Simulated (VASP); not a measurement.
# Si (a cell with a defect) in VASP: single point with LDA

Aim: the single point of Si (a cell with a defect) with LDA.

Everything below comes from runs of VASP 6.6.1. Logs are shortened: lines on timing, memory, paths and dates and some standing lists are left out, and cuts for length are marked.

## (1) The cell of the first run

The cell holds a defect, 63 atoms: a = 10.860 Å, b = 10.860 Å, c = 10.860 Å, α = 90.00°, β = 90.00°, γ = 90.00°.

## (2) Single point, LDA, collinear spin

File INCAR:

```
PREC = Accurate
ENCUT = 520
EDIFF = 1E-6
ISMEAR = 0
SIGMA = 0.02
LREAL = Auto
LASPH = T
NELM = 150
ALGO = Normal
ISIF = 2
LWAVE = F
LCHARG = F
ISPIN = 2
MAGMOM = 0 0 0 0 0 0 0 0 0 0 0 0 0 0 0 0 0 0 0 0 0 0 0 0 0 0 0 0.1 0 0 0 0 0 0 0 0 0 0 0 0 0 0 0 0 0 0 0 0 0 0 0 0 0 0 0 0 0 0 0 0 0 0 0
LORBIT = 11
NELECT = 251.0
NBANDS = 167
```

File KPOINTS:

```
Automatic mesh
0
Gamma
  1 1 1
```

File POSCAR:

```
Si
1.0
   10.8600000000      0.0000000000      0.0000000000
    0.0000000000     10.8600000000      0.0000000000
    0.0000000000      0.0000000000     10.8600000000
Si
63
Direct
    0.4977299263      0.0023563536      0.0021045120
    0.6218915285      0.1280277164      0.1268959484
    0.7478368324      0.2518296501      0.0019537753
    0.8751403315      0.3748864641      0.1256414365
    0.7498232044      0.0001484346      0.2495637201
    0.8746881215      0.1237250460      0.3762255064
   -0.0014544199      0.0001979742     -0.0017628913
    0.1250253223      0.1256534991      0.1261869245
    0.2475817680      0.2585678637      0.0065046041
    0.2741437385      0.4745209945      0.2201128913
    0.4934041436      0.5027263352      0.0047577348
    0.6243533149      0.6247818600      0.1263593923
    0.7495861878      0.7513862799     -0.0018333333
    0.8779667587      0.8717393186      0.1269942910
    0.2502536832      0.0001915285      0.2497467772
    0.3746093002      0.1240848066      0.3764038674
    0.4973360958      0.2530604052      0.2535866483
    0.6262010129      0.3753354512      0.3766940147
    0.7500150092      0.4997622468      0.2499069061
    0.8771838858      0.6234158379      0.3741129834
    0.5008666667     -0.0006441989      0.5010452118
    0.6240473297      0.1256397790      0.6264828729
    0.7505998158      0.2488427256      0.5011762431
    0.8777274401      0.3739601289      0.6248983425
    0.7494674954      0.0004874770      0.7496146409
    0.8723601289      0.1257767956      0.8764691529
   -0.0020389503      0.5006660221     -0.0009022099
    0.1344024862      0.6152311234      0.1212207182
    0.2492592081      0.7517025783     -0.0007476980
    0.3749101289      0.8747243094      0.1256490792
   -0.0001276243      0.2492426335      0.2507769797
    0.1354196133      0.3731341621      0.3649216390
    0.3765643646      0.6137682320      0.3642719153
    0.5004473297      0.7499006446      0.2507097606
    0.6259839779      0.8752174033      0.3761089319
    0.0000619705     -0.0022827808      0.4990762431
    0.1245255985      0.1244360958      0.6237479742
    0.2505364641      0.2501779926      0.4994727440
    0.3751139963      0.3747057090      0.6254803867
    0.4995109576      0.4993210866      0.4993880295
    0.6252058011      0.6254427256      0.6236418969
    0.7520505525      0.7499014733      0.4990059853
    0.8753573665      0.8744177716      0.6257669429
    0.2491805709      0.0016241252      0.7500974217
    0.3733572744      0.1305077348      0.8811500921
    0.4987777164      0.2510328729      0.7524824125
    0.6203913444      0.3762421731      0.8802634438
    0.7487518416      0.5011001842      0.7496511971
    0.8738205341      0.6259056169      0.8742587477
    0.0068276243      0.7432150092      0.2490062615
    0.1267128913      0.8728202578      0.3740275322
    0.0051989871      0.4981908840      0.4940675875
    0.1259909761      0.6239626151      0.6216364641
    0.2518575506      0.7444436464      0.4937595764
    0.3756587477      0.8720964088      0.6248955801
    0.0003143646      0.2472825967      0.7509399632
    0.1245069061      0.3774009208      0.8756250460
    0.2495079190      0.5003699816      0.7486018416
    0.3724322284      0.6251759669      0.8757273481
    0.5026084715      0.7497465009      0.7509987109
    0.6239082873      0.8777907919      0.8765873849
    0.0009898711      0.7491462247      0.7484134438
    0.1242727440      0.8761345304      0.8743558011
```

Potentials or basis: VASP PAW LDA potentials, release 64 (Si).

Started as:

```console
cat potpaw_LDA.64/Si/POTCAR > POTCAR
mpirun -np 1 vasp_gam > vasp.out
```

OUTCAR:

```text
PREC = Accurate
   ENCUT = 520
   EDIFF = 1E-6
   ISMEAR = 0
   LREAL = Auto
   LASPH = T
   NELM = 150
   ISIF = 2
   ISPIN = 2
   LORBIT = 11
   NELECT = 251.0

 ion  position               nearest neighbor table
   1  0.498  0.002  0.002-  45 2.34  30 2.35   2 2.35  61 2.36
   2  0.622  0.128  0.127-   1 2.35   3 2.35  17 2.36   5 2.37
   3  0.748  0.252  0.002-  47 2.34   4 2.35   2 2.35  26 2.36
   4  0.875  0.375  0.126-   3 2.35  19 2.35  27 2.35  31 2.35
   5  0.750  0.000  0.250-   6 2.35  35 2.35   2 2.37  14 2.38
   6  0.875  0.124  0.376-  23 2.35  36 2.35   5 2.35  31 2.36
   7  0.999  0.000  0.998-  26 2.34  63 2.34  14 2.37   8 2.38
   8  0.125  0.126  0.126-  31 2.34  15 2.35   9 2.35   7 2.38
   9  0.248  0.259  0.007-  57 2.34   8 2.35  45 2.38
  10  0.274  0.475  0.220-  28 2.41  32 2.44  33 2.44
  11  0.493  0.503  0.005-  59 2.34  12 2.35  47 2.37
  12  0.624  0.625  0.126-  34 2.34  19 2.35  11 2.35  13 2.38
  13  0.750  0.751  0.998-  49 2.34  61 2.34  14 2.37  12 2.38
  14  0.878  0.872  0.127-  13 2.37   7 2.37   5 2.38  50 2.38
  15  0.250  0.000  0.250-  30 2.35   8 2.35  16 2.35  51 2.35
  16  0.375  0.124  0.376-  38 2.34  17 2.35  15 2.35  21 2.36
  17  0.497  0.253  0.254-  18 2.35  16 2.35   2 2.36
[... 44 lines left out ...]
  62  0.001  0.749  0.748-  43 2.34  63 2.36  49 2.36  53 2.36
  63  0.124  0.876  0.874-   7 2.34  29 2.35  44 2.35  62 2.36

  LATTYP: Found a simple cubic cell.
 ALAT       =    10.8600000000

  Lattice vectors:

 A1 = (  10.8600000000,   0.0000000000,   0.0000000000)
 A2 = (   0.0000000000,  10.8600000000,   0.0000000000)
 A3 = (   0.0000000000,   0.0000000000,  10.8600000000)

Analysis of symmetry for initial positions (statically):
=====================================================================
 Subroutine PRICEL returns:
 Original cell was already a primitive cell.

 Routine SETGRP: Setting up the symmetry group for a
 simple cubic supercell.

 Subroutine GETGRP returns: Found  1 space group operations
 (whereof  1 operations were pure point group operations)
 out of a pool of 48 trial point group operations.

The static configuration has the point symmetry C_1 .

Analysis of symmetry for dynamics (positions and initial velocities):
=====================================================================
 Subroutine PRICEL returns:
 Original cell was already a primitive cell.

 Routine SETGRP: Setting up the symmetry group for a
 simple cubic supercell.

 Subroutine GETGRP returns: Found  1 space group operations
[... 257 lines left out ...]
  ---------------------------------------------------
  ext. energy  EPLUGINS =         0.00000000
  ---------------------------------------------------
  free energy    TOTEN  =      -371.30075010 eV

  energy without entropy =     -371.29910697  energy(sigma->0) =     -371.29992854

 E-fermi :   6.1146     XC(G=0):  -9.5297

 val. band max:        6.0868041232   @ k =   0.0000   0.0000   0.0000
 cond. band min:       6.1424458409   @ k =   0.0000   0.0000   0.0000
 fundamental gap:      0.0556417177
 Fermi energy:         6.1145937296

 spin component 1

 k-point     1 :       0.0000    0.0000    0.0000
  band No.  band energies     occupation
      1      -6.2497      1.00000
      2      -5.2091      1.00000
      3      -5.2063      1.00000
      4      -5.1855      1.00000
      5      -5.1841      1.00000
      6      -5.1695      1.00000
[... 129 lines left out ...]
    136       6.7339      0.00000
    137       6.7746      0.00000
 Fermi energy:         6.1145937296

 spin component 2

 k-point     1 :       0.0000    0.0000    0.0000
  band No.  band energies     occupation
      1      -6.2389      1.00000
      2      -5.2014      1.00000
      3      -5.1904      1.00000
      4      -5.1753      1.00000
      5      -5.1735      1.00000
      6      -5.1617      1.00000
[... 129 lines left out ...]
    136       6.7442      0.00000
    137       6.7894      0.00000
 [bands above 137 left out]

------------------------ aborting loop because EDIFF is reached ----------------------------------------

  FORCE on cell =-STRESS in cart. coord.  units (eV):
  Direction    XX          YY          ZZ          XY          YZ          ZX
  --------------------------------------------------------------------------------------
  -------------------------------------------------------------------------------------
  Total      -22.7373494    -23.3817164    -23.8067686     -1.1577045     -4.3696933      4.3365498
  in kB      -28.4420530    -29.2480890    -29.7797850     -1.4481676     -5.4660307      5.4245715
  external PRESSURE =     -29.1566423 kB  Pullay stress =       0.0000000 kB

 VOLUME and BASIS-vectors are now :
 -----------------------------------------------------------------------------
  energy-cutoff  :      520.00
  volume of cell :     1280.82
      direct lattice vectors                 reciprocal lattice vectors
    10.860000000  0.000000000  0.000000000     0.092081031  0.000000000  0.000000000
     0.000000000 10.860000000  0.000000000     0.000000000  0.092081031  0.000000000
     0.000000000  0.000000000 10.860000000     0.000000000  0.000000000  0.092081031

 POSITION                                       TOTAL-FORCE (eV/Angst)
 -----------------------------------------------------------------------------------
      5.40535      0.02559      0.02286         0.002805     -0.013191     -0.003276
      6.75374      1.39038      1.37809         0.061815     -0.063276     -0.028935
      8.12151      2.73487      0.02122         0.015095     -0.007801     -0.003847
      9.50402      4.07127      1.36447         0.001702     -0.001419     -0.003189
      8.14308      0.00161      2.71026         0.017706     -0.018660      0.000664
      9.49911      1.34365      4.08581        -0.000942     -0.001343     -0.009431
[... 55 lines left out ...]
      0.01075      8.13573      8.12777         0.001842     -0.001790      0.007117
      1.34960      9.51482      9.49550         0.009087      0.000090     -0.004451
 -----------------------------------------------------------------------------------
    total drift:                                0.001716     -0.007927     -0.008026

  FREE ENERGIE OF THE ION-ELECTRON SYSTEM (eV)
  ---------------------------------------------------
  free  energy   TOTEN  =      -371.3007500983 eV

  energy  without entropy=     -371.2991069736  energy(sigma->0) =     -371.29992854

 total charge

# of ion       s       p       d       tot
------------------------------------------
    1        0.745   0.962   0.000   1.707
    2        0.747   0.946   0.000   1.693
    3        0.745   0.962   0.000   1.707
    4        0.744   0.965   0.000   1.708
    5        0.751   0.940   0.000   1.691
    6        0.746   0.959   0.000   1.705
[... 55 lines left out ...]
   62        0.748   0.954   0.000   1.701
   63        0.745   0.961   0.000   1.706
--------------------------------------------------
tot         47.301  59.484   0.000 106.784

 magnetization (x)

# of ion       s       p       d       tot
------------------------------------------
    1        0.000   0.001   0.000   0.001
    2       -0.000   0.007   0.000   0.007
    3        0.000   0.001   0.000   0.001
    4        0.000  -0.001   0.000  -0.000
    5        0.001   0.008   0.000   0.009
    6       -0.000   0.001   0.000   0.001
[... 55 lines left out ...]
   62        0.001   0.002   0.000   0.003
   63        0.000   0.003   0.000   0.003
--------------------------------------------------
tot          0.071   0.274   0.000   0.345
```

It took 12 min on 1 thread of Intel Xeon Platinum 8259CL at 2.50GHz (Skylake/Cascade Lake), shared host; peak memory 0.89 GiB.

What came out:

```yaml
Free_energy: -371.3008 eV
Largest_force: 0.431 eV/Å
Net_moment: 1.00 μB per cell
Site_moments: Si +0.00, +0.01, -0.00, +0.02, +0.12 (each value once) μB
Valence_electrons_inside_the_program's_atomic_spheres: Si 1.71, 1.69, 1.70, 1.64, 1.59, 1.66, 1.67, 1.68 (each value once)
```

Forces in eV/Å, atoms in the order of the input:
```
Si   0.003 -0.013 -0.003
Si   0.062 -0.063 -0.029
Si   0.015 -0.008 -0.004
Si   0.002 -0.001 -0.003
Si   0.018 -0.019  0.001
Si  -0.001 -0.001 -0.009
Si   0.005  0.004  0.001
Si   0.011 -0.004  0.004
Si   0.008 -0.056 -0.056
Si  -0.261  0.250  0.236
Si   0.069  0.000 -0.071
Si   0.003 -0.015  0.002
Si   0.001 -0.005  0.001
Si   0.003 -0.002 -0.003
Si   0.009  0.000 -0.005
Si  -0.007 -0.005 -0.007
Si   0.106 -0.102  0.004
Si   0.009  0.002 -0.003
Si   0.002 -0.010 -0.005
Si  -0.013  0.001  0.001
Si  -0.004  0.002 -0.005
Si   0.006 -0.008 -0.013
Si   0.002  0.007 -0.004
Si   0.004 -0.006 -0.002
Si   0.001 -0.002 -0.001
Si   0.009 -0.003 -0.007
Si  -0.010  0.003  0.001
Si  -0.068  0.068 -0.011
Si   0.001  0.007  0.003
Si   0.003 -0.001 -0.004
Si  -0.005 -0.002  0.002
Si  -0.038  0.009  0.038
Si  -0.007  0.034  0.033
Si  -0.002  0.002  0.003
Si   0.001 -0.002 -0.008
Si  -0.002  0.011  0.002
Si   0.017 -0.002 -0.013
Si   0.005  0.005 -0.002
Si   0.000  0.002 -0.010
Si  -0.008 -0.004 -0.003
Si  -0.001 -0.017 -0.015
Si  -0.009  0.001  0.004
Si   0.004 -0.003 -0.004
Si   0.005 -0.010 -0.007
Si   0.024 -0.032 -0.031
Si   0.005 -0.008 -0.015
Si   0.034 -0.020 -0.032
Si   0.009 -0.005 -0.008
Si  -0.001 -0.010 -0.006
Si  -0.025  0.025  0.017
Si   0.000  0.013  0.003
Si  -0.026  0.007  0.019
Si   0.004 -0.004  0.001
Si  -0.007  0.026  0.020
Si   0.005 -0.002 -0.002
Si   0.017 -0.003  0.006
Si   0.005  0.012 -0.001
Si   0.003 -0.002 -0.003
Si  -0.012 -0.012  0.002
Si   0.004 -0.015  0.004
Si   0.003 -0.010 -0.007
Si   0.002 -0.002  0.007
Si   0.009  0.000 -0.004
```

Caveat: the k points lie up to 0.58 Å⁻¹ apart; the cell carries a net charge on a neutralising background, which shifts energy and pressure; the cell is charged against a uniform background, so pressure and absolute levels hang on convention.
